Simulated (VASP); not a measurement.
# InSb3 (Fm-3m) in VASP: further runs

The runs below take InSb3 through single point, with PBE.

All numbers are computed with VASP 6.6.1; they aren't measurements. Logs are shortened: lines on timing, memory, paths and dates and some standing lists are left out, and cuts for length are marked.

**1. The cell of the first run**

It takes space group Fm-3m (No. 225, cubic). Conventional cell: a = 7.425 Å, b = 7.425 Å, c = 7.425 Å, α = 90.00°, β = 90.00°, γ = 90.00°. Within 4.2 Å of In (site symmetry m-3m) lie 14 Sb at 3.22 to 3.71 Å. Sb (site symmetry -43m) has 4 In at 3.22 Å and 10 Sb at 3.22 to 3.71 Å within 4.2 Å. Within 4.2 Å of Sb (site symmetry m-3m) lie 8 Sb at 3.22 Å and 6 In at 3.71 Å.

**2. Single point, PBE (volume scaled by 0.94)**

The input, INCAR:

```
SYSTEM = InSb3
ALGO = Normal
EDIFF = 1E-6
ENCUT = 520
GGA = PE
ISIF = 2
ISMEAR = 0
LASPH = .TRUE.
LCHARG = .FALSE.
LREAL = .FALSE.
LWAVE = .FALSE.
NBANDS = 22
NELM = 60
PREC = Accurate
SIGMA = 0.1
```

The input, KPOINTS:

```
k-points
0
G
  10 10 10
  0 0 0
```

The input, POSCAR:

```
InSb3
1.0
    0.0000000000      3.7127431390      3.7127431390
    3.7127431390      0.0000000000      3.7127431390
    3.7127431390      3.7127431390      0.0000000000
In Sb
1 3
Direct
    0.0000000000      0.0000000000      0.0000000000
    0.2500000000      0.2500000000      0.2500000000
    0.7500000000      0.7500000000      0.7500000000
    0.5000000000      0.5000000000      0.5000000000
```

Potentials or basis: VASP PAW PBE potentials, release 64 (In_d, Sb).

Command:

```
$ cat potpaw_PBE.64/In_d/POTCAR potpaw_PBE.64/Sb/POTCAR > POTCAR
$ mpirun -np 1 vasp_std > vasp.out
```

OUTCAR:

```text
SYSTEM = InSb3
   EDIFF = 1E-6
   ENCUT = 520
   GGA = PE
   ISIF = 2
   ISMEAR = 0
   LASPH = .TRUE.
   LREAL = .FALSE.
   NELM = 60
   PREC = Accurate

 ion  position               nearest neighbor table
   1  0.000  0.000  0.000-   3 3.22   3 3.22   3 3.22   2 3.22   3 3.22   2 3.22   2 3.22   2 3.22
                             4 3.71   4 3.71   4 3.71   4 3.71   4 3.71   4 3.71
   2  0.250  0.250  0.250-   1 3.22   1 3.22   1 3.22   1 3.22   4 3.22   4 3.22   4 3.22   4 3.22
                             3 3.71   3 3.71   3 3.71   3 3.71   3 3.71   3 3.71
   3  0.750  0.750  0.750-   4 3.22   4 3.22   4 3.22   1 3.22   4 3.22   1 3.22   1 3.22   1 3.22
                             2 3.71   2 3.71   2 3.71   2 3.71   2 3.71   2 3.71
   4  0.500  0.500  0.500-   2 3.22   2 3.22   2 3.22   2 3.22   3 3.22   3 3.22   3 3.22   3 3.22
                             1 3.71   1 3.71   1 3.71   1 3.71   1 3.71   1 3.71

  LATTYP: Found a face centered cubic cell.
 ALAT       =     7.4254862780

  Lattice vectors:

 A1 = (   0.0000000000,   3.7127431390,   3.7127431390)
 A2 = (   3.7127431390,   0.0000000000,   3.7127431390)
 A3 = (   3.7127431390,   3.7127431390,   0.0000000000)

Analysis of symmetry for initial positions (statically):
=====================================================================
 Subroutine PRICEL returns:
 Original cell was already a primitive cell.

 Routine SETGRP: Setting up the symmetry group for a
 face centered cubic supercell.

 Subroutine GETGRP returns: Found 48 space group operations
 (whereof 48 operations were pure point group operations)
 out of a pool of 48 trial point group operations.

The static configuration has the point symmetry O_h .

Analysis of symmetry for dynamics (positions and initial velocities):
=====================================================================
 Subroutine PRICEL returns:
 Original cell was already a primitive cell.

 Routine SETGRP: Setting up the symmetry group for a
 face centered cubic supercell.

 Subroutine GETGRP returns: Found 48 space group operations
 (whereof 48 operations were pure point group operations)
 out of a pool of 48 trial point group operations.

The dynamic configuration has the point symmetry O_h .

 Subroutine INISYM returns: Found 48 space group operations
 (whereof 48 operations are pure point group operations),
 and found     1 'primitive' translations

----------------------------------------------------------------------------------------

                                     Primitive cell

  volume of cell :     102.3563

  direct lattice vectors                    reciprocal lattice vectors
     0.000000000  3.712743139  3.712743139    -0.134671315  0.134671315  0.134671315
     3.712743139  0.000000000  3.712743139     0.134671315 -0.134671315  0.134671315
     3.712743139  3.712743139  0.000000000     0.134671315  0.134671315 -0.134671315

  length of vectors
     5.250611701  5.250611701  5.250611701     0.233257560  0.233257560  0.233257560

  position of ions in fractional coordinates (direct lattice)
     0.000000000  0.000000000  0.000000000
     0.250000000  0.250000000  0.250000000
     0.750000000  0.750000000  0.750000000
     0.500000000  0.500000000  0.500000000

  ion indices of the primitive-cell ions
   primitive index   ion index
                 1           1
                 2           2
                 3           3
                 4           4

----------------------------------------------------------------------------------------

 KPOINTS: k-points

Automatic generation of k-mesh.
 Grid dimensions read from file:
 generate k-points for:   10   10   10

 Generating k-lattice:

  Cartesian coordinates                     Fractional coordinates (reciprocal lattice)
    -0.013467131  0.013467131  0.013467131     0.100000000  0.000000000  0.000000000
     0.013467131 -0.013467131  0.013467131     0.000000000  0.100000000  0.000000000
     0.013467131  0.013467131 -0.013467131     0.000000000  0.000000000  0.100000000

  Length of vectors
     0.023325756  0.023325756  0.023325756

  Shift w.r.t. Gamma in fractional coordinates (k-lattice)
     0.000000000  0.000000000  0.000000000

 Subroutine IBZKPT returns following result:
 ===========================================

 Found     47 irreducible k-points:

 Following reciprocal coordinates:
            Coordinates               Weight
  0.000000  0.000000  0.000000      1.000000
  0.100000  0.000000  0.000000      8.000000
  0.200000  0.000000  0.000000      8.000000
  0.300000  0.000000  0.000000      8.000000
  0.400000  0.000000  0.000000      8.000000
  0.500000  0.000000  0.000000      4.000000
[... 16 lines left out ...]
  0.300000  0.300000  0.000000      6.000000
  0.400000  0.300000  0.000000     24.000000
 [... further k-points ...]
   k-points           NKPTS =     47   k-points in BZ     NKDIM =     47   number of bands    NBANDS=     22
   number of dos      NEDOS =    301   number of ions     NIONS =      4
   total plane-waves  NPLWV =  64000
   dimension x,y,z NGX =    40 NGY =   40 NGZ =   40
   dimension x,y,z NGXF=    80 NGYF=   80 NGZF=   80
   ions per type =               1   3
   NGX,Y,Z   is equivalent  to a cutoff of  12.66, 12.66, 12.66 a.u.
   NGXF,Y,Z  is equivalent  to a cutoff of  25.33, 25.33, 25.33 a.u.
 SYSTEM =  InSb3
   PREC   = accura    normal or accurate (medium, high low for compatibility)
   ISTART =      0    job   : 0-new  1-cont  2-samecut
   ICHARG =      2    charge: 1-file 2-atom 10-const
   ISPIN  =      1    spin polarized calculation?
   LNONCOLLINEAR =      F non collinear calculations
   LSORBIT =      F    spin-orbit coupling
   LASPH  =      T    aspherical Exc in radial PAW
   ENCUT  =  520.0 eV  38.22 Ry    6.18 a.u.   9.76  9.76  9.76*2*pi/ulx,y,z
   NELM   =     60;   NELMIN=  2; NELMDL= -5     # of ELM steps
   EDIFF  = 0.1E-05   stopping-criterion for ELM
   LREAL  =      F    real-space projection
   EDIFFG = 0.1E-04   stopping-criterion for IOM
   NSW    =      0    number of steps for IOM
   IBRION =     -1    ionic relax: 0-MD 1-quasi-New 2-CG
   NFREE  =      0    steps in history (QN), initial steepest desc. (CG)
   ISIF   =      2    stress and relaxation
   ISYM   =      2    0-nonsym 1-usesym 2-fastsym
   POTIM  = 0.5000    time-step for ionic-motion
   TEBEG  =    0.0;   TEEND  =   0.0 temperature during run
   PSTRESS=    0.0 pullay stress
   NELECT =      28.0000    total number of electrons
   NUPDOWN=      -1.0000    fix difference up-down
   EMIN   =  10.00;   EMAX   =-10.00  energy-range for DOS
   EFERMI =   0.00;   METHOD = LEGACY
   ISMEAR =     0;   SIGMA  =   0.10  broadening in eV -4-tet -1-fermi 0-gaus
   EFERMI_NEDOS =   21; number of points for ismear=-14 and -15
   IALGO  =     38    algorithm
   IMIX   =      4    mixing-type and parameters
     AMIX     =   0.40;   BMIX     =  1.00
     AMIX_MAG =   1.60;   BMIX_MAG =  1.00
  volume/ion in A,a.u.               =      25.59       172.68
  Fermi-wavevector in a.u.,A,eV,Ry     =   1.062729  2.008267 15.366329  1.129393
  Thomas-Fermi vector in A             =   2.198190
   LORBIT       =      0    0 simple, 1 ext, 2 COOP (PROOUT), +10 PAW based schemes
   GGA     = PE    functional components
   LHFCALC =     F    Hartree Fock is set to
   AEXX    =    0.0000 exact exchange contribution
   IVDW    =     0    specifies the selected vdW correction
   LEPSILON=     F    determine dielectric tensor
   LRPA    =     F    only Hartree local field effects (RPA)
 non-spin polarized calculation
 Gauss-broadening in eV      SIGMA  =   0.10
  energy-cutoff  :      520.00
  volume of cell :      102.36
 maximum number of plane-waves:      2778
   NGX = 19   NGY = 19   NGZ = 19

 number of electron      28.0000007 magnetization

 Free energy of the ion-electron system (eV)
  ---------------------------------------------------
  ext. energy  EPLUGINS =         0.00000000
  ---------------------------------------------------
  free energy    TOTEN  =       -14.23547701 eV

  energy without entropy =      -14.22753216  energy(sigma->0) =      -14.23150459

 E-fermi :   8.7800     XC(G=0): -10.4328

 val. band max:        8.7652427018   @ k =   0.4000   0.4000   0.0000
 cond. band min:       8.8638774302   @ k =   0.5000   0.0000   0.0000
 fundamental gap:      0.0986347284
 Fermi energy:         8.7799926423

 k-point     1 :       0.0000    0.0000    0.0000
  band No.  band energies     occupation
      1      -5.7591      2.00000
      2      -5.7591      2.00000
      3      -5.7591      2.00000
      4      -5.7191      2.00000
      5      -5.7191      2.00000
      6      -3.9114      2.00000
[... 14 lines left out ...]
     21      16.0683      0.00000
     22      16.0683      0.00000

 k-point     2 :       0.1000    0.0000    0.0000
  band No.  band energies     occupation
      1      -5.7609      2.00000
      2      -5.7583      2.00000
      3      -5.7583      2.00000
      4      -5.7194      2.00000
      5      -5.7194      2.00000
      6      -3.8322      2.00000
[... 14 lines left out ...]
     21      15.3101      0.00000
     22      15.8644      0.00000

 k-point     3 :       0.2000    0.0000    0.0000
  band No.  band energies     occupation
      1      -5.7660      2.00000
      2      -5.7562      2.00000
      3      -5.7562      2.00000
      4      -5.7200      2.00000
      5      -5.7200      2.00000
      6      -3.5955      2.00000
[... 14 lines left out ...]
     21      13.8175      0.00000
     22      15.1682      0.00000
[... 476 lines left out ...]
 k-point    23 :       0.3000    0.3000    0.0000
  band No.  band energies     occupation
      1      -5.7806      2.00000
      2      -5.7485      2.00000
      3      -5.7485      2.00000
      4      -5.7302      2.00000
      5      -5.7169      2.00000
      6      -2.9694      2.00000
[... 14 lines left out ...]
     21      13.2854      0.00000
     22      13.2854      0.00000

 k-point    24 :       0.4000    0.3000    0.0000
  band No.  band energies     occupation
      1      -5.7838      2.00000
      2      -5.7480      2.00000
      3      -5.7463      2.00000
      4      -5.7325      2.00000
      5      -5.7168      2.00000
      6      -2.5883      2.00000
[... 14 lines left out ...]
     21      13.4614      0.00000
     22      13.6080      0.00000

 [... further k-points ...]

------------------------ aborting loop because EDIFF is reached ----------------------------------------

  FORCE on cell =-STRESS in cart. coord.  units (eV):
  Direction    XX          YY          ZZ          XY          YZ          ZX
  --------------------------------------------------------------------------------------
  -------------------------------------------------------------------------------------
  Total        2.4006068      2.4006068      2.4006068      0.0000000     -0.0000000      0.0000000
  in kB       37.5765503     37.5765503     37.5765503      0.0000000     -0.0000000      0.0000000
  external PRESSURE =      37.5765503 kB  Pullay stress =       0.0000000 kB

 VOLUME and BASIS-vectors are now :
 -----------------------------------------------------------------------------
  energy-cutoff  :      520.00
  volume of cell :      102.36
      direct lattice vectors                 reciprocal lattice vectors
     0.000000000  3.712743139  3.712743139    -0.134671315  0.134671315  0.134671315
     3.712743139  0.000000000  3.712743139     0.134671315 -0.134671315  0.134671315
     3.712743139  3.712743139  0.000000000     0.134671315  0.134671315 -0.134671315

 POSITION                                       TOTAL-FORCE (eV/Angst)
 -----------------------------------------------------------------------------------
      0.00000      0.00000      0.00000        -0.000000     -0.000000      0.000000
      1.85637      1.85637      1.85637         0.000000      0.000000     -0.000000
      5.56911      5.56911      5.56911         0.000000     -0.000000     -0.000000
      3.71274      3.71274      3.71274        -0.000000     -0.000000      0.000000
 -----------------------------------------------------------------------------------
    total drift:                               -0.000000      0.000000      0.000000

  FREE ENERGIE OF THE ION-ELECTRON SYSTEM (eV)
  ---------------------------------------------------
  free  energy   TOTEN  =       -14.2354770120 eV

  energy  without entropy=      -14.2275321589  energy(sigma->0) =      -14.23150459
```

It took 41 s on 1 thread of Intel Xeon 6975P-C (Granite Rapids), shared host; peak memory 0.29 GiB.

Results:

```yaml
Free_energy: -14.2355 eV
Pressure: 3.8 GPa
Band_gap_on_the_k_mesh: zero (band 14 reaches 10.01 eV, above the bottom of band 15 at 6.75 eV)
```

Levels at points of the mesh, in eV from the Fermi level:
| k point | band 10 | band 11 | band 12 | band 13 | band 14 | band 15 | band 16 | band 17 | band 18 | band 19 |
| --- | --- | --- | --- | --- | --- | --- | --- | --- | --- | --- |
| (0.00, 0.00, 0.00) | -2.65 | -2.65 | -2.53 | -2.53 | -2.53 | -2.03 | -0.77 | -0.77 | -0.77 | 3.41 |
| (0.50, 0.00, 0.00) | -3.64 | -3.64 | -2.81 | -2.81 | -0.09 | 0.08 | 2.06 | 2.06 | 3.11 | 3.11 |
| (0.50, 0.50, 0.00) | -5.41 | -5.41 | 0.59 | 1.00 | 1.00 | 1.55 | 1.90 | 1.95 | 1.95 | 4.38 |

Caveat: spin-orbit coupling is left out, which moves the levels of the heavy elements.

[end of part 1 of 2]
